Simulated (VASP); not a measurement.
# InSb (F-43m) in VASP: settings compared

Aim: see how the results for InSb move with the level of theory and the settings. Levels: PBEsol, LDA, r2SCAN, HSE06. Tasks: relaxation of cell and atoms, single point.

Program: VASP 6.6.1. These are calculated values, not measurements. Logs are shortened: lines on timing, memory, paths and dates and some standing lists are left out, and cuts for length are marked.

**Measured values to compare with.**

From “Electronic Structure and Epitaxy of CdTe Shells on InSb Nanowires”, 2021, arxiv:2111.05126, for a bulk crystal of InSb: band gap 0.24 eV.

The runs below are set against these values where they give the same quantity.

### Step 1. The cell of the first run

The structure is cubic, space group F-43m (No. 216). The conventional cell has a = 6.638 Å, b = 6.638 Å, c = 6.638 Å, α = 90.00°, β = 90.00°, γ = 90.00°. Within 3.8 Å of In (site symmetry -43m) lie 4 Sb at 2.87 Å. Within 3.8 Å of Sb (site symmetry -43m) lie 4 In at 2.87 Å.

### Step 2. Relaxation of cell and atoms, PBEsol

INCAR reads:

```
SYSTEM = InSb
  ALGO = Normal
  EDIFF = 1E-6
  EDIFFG = -0.005
  ENCUT = 600
  GGA = PS
  IBRION = 2
  ISIF = 3
  ISMEAR = -1
  LASPH = .True.
  LCHARG = .False.
  LREAL = .False.
  LWAVE = .False.
  NELM = 60
  NSW = 80
  PREC = Accurate
  SIGMA = 0.02
```

KPOINTS reads:

```
k-points
0
Gamma
  6 6 6
  0 0 0
```

POSCAR reads:

```
InSb
1.0
    0.0000000000      3.3190897135      3.3190897135
    3.3190897135      0.0000000000      3.3190897135
    3.3190897135      3.3190897135      0.0000000000
In Sb
1 1
Direct
    0.0000000000      0.0000000000      0.0000000000
    0.2500000000      0.2500000000      0.2500000000
```

Potentials or basis: VASP PAW PBE potentials, release 64 (In_d, Sb).

The run is started by

```console
> cat potpaw_PBE.64/In_d/POTCAR potpaw_PBE.64/Sb/POTCAR > POTCAR
> mpirun -np 1 vasp_std > vasp.out
```

OUTCAR:

```text
SYSTEM = InSb
   EDIFF = 1E-6
   EDIFFG = -0.005
   ENCUT = 600
   GGA = PS
   IBRION = 2
   ISIF = 3
   ISMEAR = -1
   LASPH = .True.
   LREAL = .False.
   NELM = 60
   NSW = 80
   PREC = Accurate

 ion  position               nearest neighbor table
   1  0.000  0.000  0.000-   2 2.87   2 2.87   2 2.87   2 2.87
   2  0.250  0.250  0.250-   1 2.87   1 2.87   1 2.87   1 2.87

  LATTYP: Found a face centered cubic cell.
 ALAT       =     6.6381794270

  Lattice vectors:

 A1 = (   0.0000000000,   3.3190897135,   3.3190897135)
 A2 = (   3.3190897135,   0.0000000000,   3.3190897135)
 A3 = (   3.3190897135,   3.3190897135,   0.0000000000)

Analysis of symmetry for initial positions (statically):
=====================================================================
 Subroutine PRICEL returns:
 Original cell was already a primitive cell.

 Routine SETGRP: Setting up the symmetry group for a
 face centered cubic supercell.

 Subroutine GETGRP returns: Found 24 space group operations
 (whereof 24 operations were pure point group operations)
 out of a pool of 48 trial point group operations.

The static configuration has the point symmetry T_d .

Analysis of symmetry for dynamics (positions and initial velocities):
=====================================================================
 Subroutine PRICEL returns:
 Original cell was already a primitive cell.

 Routine SETGRP: Setting up the symmetry group for a
 face centered cubic supercell.

 Subroutine GETGRP returns: Found 24 space group operations
 (whereof 24 operations were pure point group operations)
 out of a pool of 48 trial point group operations.

The dynamic configuration has the point symmetry T_d .

 Subroutine INISYM returns: Found 24 space group operations
 (whereof 24 operations are pure point group operations),
 and found     1 'primitive' translations

----------------------------------------------------------------------------------------

                                     Primitive cell

  volume of cell :      73.1286

  direct lattice vectors                    reciprocal lattice vectors
     0.000000000  3.319089713  3.319089713    -0.150643714  0.150643714  0.150643714
     3.319089713  0.000000000  3.319089713     0.150643714 -0.150643714  0.150643714
     3.319089713  3.319089713  0.000000000     0.150643714  0.150643714 -0.150643714

  length of vectors
     4.693901688  4.693901688  4.693901688     0.260922566  0.260922566  0.260922566

  position of ions in fractional coordinates (direct lattice)
     0.000000000  0.000000000  0.000000000
     0.250000000  0.250000000  0.250000000

  ion indices of the primitive-cell ions
   primitive index   ion index
                 1           1
                 2           2

----------------------------------------------------------------------------------------

 KPOINTS: k-points

Automatic generation of k-mesh.
 Grid dimensions read from file:
 generate k-points for:    6    6    6

 Generating k-lattice:

  Cartesian coordinates                     Fractional coordinates (reciprocal lattice)
    -0.025107286  0.025107286  0.025107286     0.166666667  0.000000000  0.000000000
     0.025107286 -0.025107286  0.025107286     0.000000000  0.166666667  0.000000000
     0.025107286  0.025107286 -0.025107286     0.000000000  0.000000000  0.166666667

  Length of vectors
     0.043487094  0.043487094  0.043487094

  Shift w.r.t. Gamma in fractional coordinates (k-lattice)
     0.000000000  0.000000000  0.000000000

 Subroutine IBZKPT returns following result:
 ===========================================

 Found     16 irreducible k-points:

 Following reciprocal coordinates:
            Coordinates               Weight
  0.000000  0.000000  0.000000      1.000000
  0.166667  0.000000  0.000000      8.000000
  0.333333  0.000000  0.000000      8.000000
  0.500000  0.000000  0.000000      4.000000
  0.166667  0.166667  0.000000      6.000000
  0.333333  0.166667  0.000000     24.000000
[... 8 lines left out ...]
 -0.333333  0.333333  0.166667     24.000000
 -0.333333  0.500000  0.166667     12.000000
   k-points           NKPTS =     16   k-points in BZ     NKDIM =     16   number of bands    NBANDS=     13
   number of dos      NEDOS =    301   number of ions     NIONS =      2
   total plane-waves  NPLWV =  64000
   dimension x,y,z NGX =    40 NGY =   40 NGZ =   40
   dimension x,y,z NGXF=    80 NGYF=   80 NGZF=   80
   ions per type =               1   1
   NGX,Y,Z   is equivalent  to a cutoff of  14.17, 14.17, 14.17 a.u.
   NGXF,Y,Z  is equivalent  to a cutoff of  28.33, 28.33, 28.33 a.u.
 SYSTEM =  InSb
   PREC   = accura    normal or accurate (medium, high low for compatibility)
   ISTART =      0    job   : 0-new  1-cont  2-samecut
   ICHARG =      2    charge: 1-file 2-atom 10-const
   ISPIN  =      1    spin polarized calculation?
   LNONCOLLINEAR =      F non collinear calculations
   LSORBIT =      F    spin-orbit coupling
   LASPH  =      T    aspherical Exc in radial PAW
   ENCUT  =  600.0 eV  44.10 Ry    6.64 a.u.   9.37  9.37  9.37*2*pi/ulx,y,z
   NELM   =     60;   NELMIN=  2; NELMDL= -5     # of ELM steps
   EDIFF  = 0.1E-05   stopping-criterion for ELM
   LREAL  =      F    real-space projection
   EDIFFG = -.5E-02   stopping-criterion for IOM
   NSW    =     80    number of steps for IOM
   IBRION =      2    ionic relax: 0-MD 1-quasi-New 2-CG
   NFREE  =      1    steps in history (QN), initial steepest desc. (CG)
   ISIF   =      3    stress and relaxation
   ISYM   =      2    0-nonsym 1-usesym 2-fastsym
   POTIM  = 0.5000    time-step for ionic-motion
   TEBEG  =    0.0;   TEEND  =   0.0 temperature during run
   PSTRESS=    0.0 pullay stress
   NELECT =      18.0000    total number of electrons
   NUPDOWN=      -1.0000    fix difference up-down
   EMIN   =  10.00;   EMAX   =-10.00  energy-range for DOS
   EFERMI =   0.00;   METHOD = LEGACY
   ISMEAR =    -1;   SIGMA  =   0.02  broadening in eV -4-tet -1-fermi 0-gaus
   EFERMI_NEDOS =   21; number of points for ismear=-14 and -15
   IALGO  =     38    algorithm
   IMIX   =      4    mixing-type and parameters
     AMIX     =   0.40;   BMIX     =  1.00
     AMIX_MAG =   1.60;   BMIX_MAG =  1.00
  volume/ion in A,a.u.               =      36.56       246.75
  Fermi-wavevector in a.u.,A,eV,Ry     =   1.025975  1.938811 14.321822  1.052624
  Thomas-Fermi vector in A             =   2.159843
   LORBIT       =      0    0 simple, 1 ext, 2 COOP (PROOUT), +10 PAW based schemes
   GGA     = PS    functional components
   LHFCALC =     F    Hartree Fock is set to
   AEXX    =    0.0000 exact exchange contribution
   IVDW    =     0    specifies the selected vdW correction
   LEPSILON=     F    determine dielectric tensor
   LRPA    =     F    only Hartree local field effects (RPA)
 conjugate gradient relaxation of ions
 non-spin polarized calculation
  energy-cutoff  :      600.00
  volume of cell :       73.13
 maximum number of plane-waves:      2457
 NGX is ok and might be reduce to    40
   NGX = 19   NGY = 19   NGZ = 19

--------------------------------------- Ionic step        1  -------------------------------------------

 number of electron      18.0000000 magnetization

 Free energy of the ion-electron system (eV)
  ---------------------------------------------------
  ext. energy  EPLUGINS =         0.00000000
  ---------------------------------------------------
  free energy    TOTEN  =        -7.65421183 eV

  energy without entropy =       -7.65385820  energy(sigma->0) =       -7.65403501

 E-fermi :   4.2468     XC(G=0):  -8.5577

 val. band max:        4.2329165677   @ k =   0.0000   0.0000   0.0000
 cond. band min:       4.5812948315   @ k =   0.5000   0.0000   0.0000
 fundamental gap:      0.3483782638
 Fermi energy:         4.2467795431

 k-point     1 :       0.0000    0.0000    0.0000
  band No.  band energies     occupation
      1     -10.1753      2.00000
      2     -10.1753      2.00000
      3     -10.1753      2.00000
      4     -10.1078      2.00000
      5     -10.1078      2.00000
      6      -6.0758      2.00000
      7       3.5647      2.00000
      8       4.2329      1.33334
      9       4.2329      1.33334
     10       4.2329      1.33333
     11       7.1634      0.00000
     12       7.1634      0.00000
     13       7.1634      0.00000

 k-point     2 :       0.1667    0.0000    0.0000
  band No.  band energies     occupation
      1     -10.1843      2.00000
      2     -10.1711      2.00000
      3     -10.1711      2.00000
      4     -10.1080      2.00000
      5     -10.1080      2.00000
      6      -5.8523      2.00000
      7       1.7249      2.00000
      8       3.9345      2.00000
      9       3.9345      2.00000
     10       4.9767      0.00000
     11       7.5792      0.00000
[... 318 lines left out ...]
 POSITION                                       TOTAL-FORCE (eV/Angst)
 -----------------------------------------------------------------------------------
      0.00000      0.00000      0.00000         0.000000     -0.000000      0.000000
      1.63115      1.63115      1.63115        -0.000000      0.000000     -0.000000
 -----------------------------------------------------------------------------------
    total drift:                               -0.000000     -0.000000     -0.000000

  FREE ENERGIE OF THE ION-ELECTRON SYSTEM (eV)
  ---------------------------------------------------
  free  energy   TOTEN  =        -7.6779264747 eV

  energy  without entropy=       -7.6775728537  energy(sigma->0) =       -7.67774966

[... ionic steps 4 to 12 ...]

--------------------------------------- Ionic step       13  -------------------------------------------

 number of electron      17.9999999 magnetization

------------------------ aborting loop because EDIFF is reached ----------------------------------------

  FORCE on cell =-STRESS in cart. coord.  units (eV):
  Direction    XX          YY          ZZ          XY          YZ          ZX
  --------------------------------------------------------------------------------------
  -------------------------------------------------------------------------------------
  Total       -0.0198803     -0.0198803     -0.0198803      0.0000000      0.0000000      0.0000000
  in kB       -0.4583064     -0.4583064     -0.4583064      0.0000000      0.0000000      0.0000000
  external PRESSURE =      -0.4583064 kB  Pullay stress =       0.0000000 kB

 VOLUME and BASIS-vectors are now :
 -----------------------------------------------------------------------------
  energy-cutoff  :      600.00
  volume of cell :       69.50
      direct lattice vectors                 reciprocal lattice vectors
    -0.000000000  3.263243770  3.263243770    -0.153221774  0.153221774  0.153221774
     3.263243770  0.000000000  3.263243770     0.153221774 -0.153221774  0.153221774
     3.263243770  3.263243770  0.000000000     0.153221774  0.153221774 -0.153221774
[... 37 lines left out ...]
 POSITION                                       TOTAL-FORCE (eV/Angst)
 -----------------------------------------------------------------------------------
      3.26315      0.00000      3.26315        -0.000000     -0.000000     -0.000000
      1.63157      1.63157      1.63157         0.000000      0.000000      0.000000
 -----------------------------------------------------------------------------------
    total drift:                               -0.000000     -0.000000     -0.000000

  FREE ENERGIE OF THE ION-ELECTRON SYSTEM (eV)
  ---------------------------------------------------
  free  energy   TOTEN  =        -7.6779207557 eV

  energy  without entropy=       -7.6775671346  energy(sigma->0) =       -7.67774395

--------------------------------------- Ionic step       15  -------------------------------------------

 number of electron      17.9999999 magnetization

 Free energy of the ion-electron system (eV)
  ---------------------------------------------------
  ext. energy  EPLUGINS =         0.00000000
  ---------------------------------------------------
  free energy    TOTEN  =        -7.67792292 eV

  energy without entropy =       -7.67756930  energy(sigma->0) =       -7.67774611

 E-fermi :   4.7580     XC(G=0):  -8.7726

 val. band max:        4.7441142444   @ k =   0.0000   0.0000   0.0000
 cond. band min:       5.1752785852   @ k =   0.5000   0.0000   0.0000
 fundamental gap:      0.4311643409
 Fermi energy:         4.7579771670

 k-point     1 :       0.0000    0.0000    0.0000
  band No.  band energies     occupation
      1      -9.7582      2.00000
      2      -9.7582      2.00000
      3      -9.7582      2.00000
      4      -9.6780      2.00000
      5      -9.6780      2.00000
      6      -5.8691      2.00000
      7       4.3584      2.00000
      8       4.7441      1.33333
      9       4.7441      1.33333
     10       4.7441      1.33333
     11       7.6723      0.00000
     12       7.6723      0.00000
     13       7.6723      0.00000

 k-point     2 :       0.1667    0.0000    0.0000
  band No.  band energies     occupation
      1      -9.7696      2.00000
      2      -9.7532      2.00000
      3      -9.7532      2.00000
      4      -9.6782      2.00000
      5      -9.6782      2.00000
      6      -5.6270      2.00000
      7       2.2477      2.00000
      8       4.4176      2.00000
      9       4.4176      2.00000
     10       5.6169      0.00000
     11       8.1166      0.00000
[... 246 lines left out ...]
 POSITION                                       TOTAL-FORCE (eV/Angst)
 -----------------------------------------------------------------------------------
      0.00000      0.00000      0.00000        -0.000000     -0.000000      0.000000
      1.63148      1.63148      1.63148         0.000000      0.000000     -0.000000
 -----------------------------------------------------------------------------------
    total drift:                               -0.000000     -0.000000     -0.000000

  FREE ENERGIE OF THE ION-ELECTRON SYSTEM (eV)
  ---------------------------------------------------
  free  energy   TOTEN  =        -7.6779229181 eV

  energy  without entropy=       -7.6775692970  energy(sigma->0) =       -7.67774611

 reached required accuracy - stopping structural energy minimisation
```

It took 86 s on 1 thread of AMD EPYC 7R13 (Zen 3), shared host; peak memory 0.21 GiB.

What came out:

| Item | Value |
| --- | --- |
| Free energy | -7.6779 eV |
| Relaxed volume | 34.74 Å³/atom |
| Relaxed cell | a = 4.615 Å, b = 4.615 Å, c = 4.615 Å, α = 60.00°, β = 60.00°, γ = 60.00° |
| Space group after relaxing (to 0.1 Å) | F-43m (No. 216) |
| Energy gained by relaxing | 11.9 meV/atom |
| Ionic steps | 15 |
| Pressure after relaxing | 0.0 GPa |
| Band gap on the k mesh | zero (filled and empty bands touch) |

Step by step:
```tsv
step	energy change (eV)	largest force (eV/Å)	pressure (GPa)	volume (Å³)
1	0.0000	0.0000	-1.96	73.13
2	-0.0220	0.0000	0.61	68.50
3	-0.0237	0.0000	0.02	69.44
4	-0.0237	0.0000	-0.04	69.51
5	-0.0237	0.0000	-0.05	69.51
6	-0.0237	0.0000	-0.05	69.50
7	-0.0237	0.0000	-0.04	69.50
8	-0.0237	0.0000	-0.04	69.50
9	-0.0237	0.0000	-0.04	69.50
10	-0.0237	0.0000	-0.04	69.50
11	-0.0237	0.0000	-0.04	69.50
12	-0.0237	0.0000	-0.04	69.50
13	-0.0237	0.0000	-0.05	69.50
14	-0.0237	0.0000	-0.03	69.49
15	-0.0237	0.0000	-0.02	69.48
```

Final structure:
```
CELL_PARAMETERS angstrom
0.00000 3.26296 3.26296
3.26296 0.00000 3.26296
3.26296 3.26296 0.00000
ATOMIC_POSITIONS crystal
In 0.00000 0.00000 0.00000
Sb 0.25000 0.25000 0.25000
```

Caveat: semilocal functionals underestimate gaps, and a narrow one can read as zero; the PAW data sets were made with another functional, which shifts forces and pressure a little; spin-orbit coupling is left out, which moves the levels of the heavy elements.

(Part 1 of 3 ends here.)

The gap in the log of VASP goes by the Fermi energy; the results here count the filled bands.